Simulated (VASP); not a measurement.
Set up this calculation in VASP 6.6.1, as the native input.

```
Task                   : electric field gradients
Functional             : LDA
Potentials or basis    : VASP PAW LDA potentials, release 64 (Sc_sv, Ga_d)
Cutoff                 : 520 eV
k mesh                 : 9 × 9 × 9
Occupations            : fermi-dirac, width 0.05 eV
Spin                   : no spin polarisation
Dipole correction      : no
Further INCAR settings : ALGO = Normal; EDIFF = 1e-08; NBANDS = 33
```

The structure of ScGa3 lies in POSCAR:

```
ScGa3
1.0
    4.1086047511      0.0000000000      0.0000000000
    0.0000000000      4.1086047511      0.0000000000
    0.0000000000      0.0000000000      4.1086047511
Sc Ga
1 3
Direct
    0.0000000000      0.0000000000      0.0000000000
    0.0000000000      0.5000000000      0.5000000000
    0.5000000000      0.0000000000      0.5000000000
    0.5000000000      0.5000000000      0.0000000000
```

This cell differs from its parent crystal: volume scaled by 1.01.

One way to write it, as run:

INCAR

```
  ALGO = Normal
  EDIFF = 1E-8
  ENCUT = 520
  GGA = CA
  ISIF = 2
  ISMEAR = -1
  LASPH = T
  LCHARG = F
  LEFG = T
  LREAL = F
  LWAVE = F
  NBANDS = 33
  NELM = 100
  PREC = Accurate
  SIGMA = 0.05
```

KPOINTS

```
k-points
0
Gamma
  9 9 9
```

Potentials or basis: VASP PAW LDA potentials, release 64 (Sc_sv, Ga_d).

Launch:

```sh
$ cat potpaw_LDA.64/Sc_sv/POTCAR potpaw_LDA.64/Ga_d/POTCAR > POTCAR
$ mpirun -np 1 vasp_std > vasp.out
```

Results of the run:

```json
{
 "Pressure": "-5.9 GPa",
 "Band gap on the k mesh": "zero (band 25 reaches 6.38 eV, above the bottom of band 26 at 3.25 eV)"
}
```

Caveat: without QUAD_EFG the Cq values of the log hold for a quadrupole moment of 1 mb, not for the nuclei.

It took 24 s on 1 thread of Intel(R) Xeon(R) 6975P-C (Granite Rapids), on a shared host, peak memory 0.2 GiB.
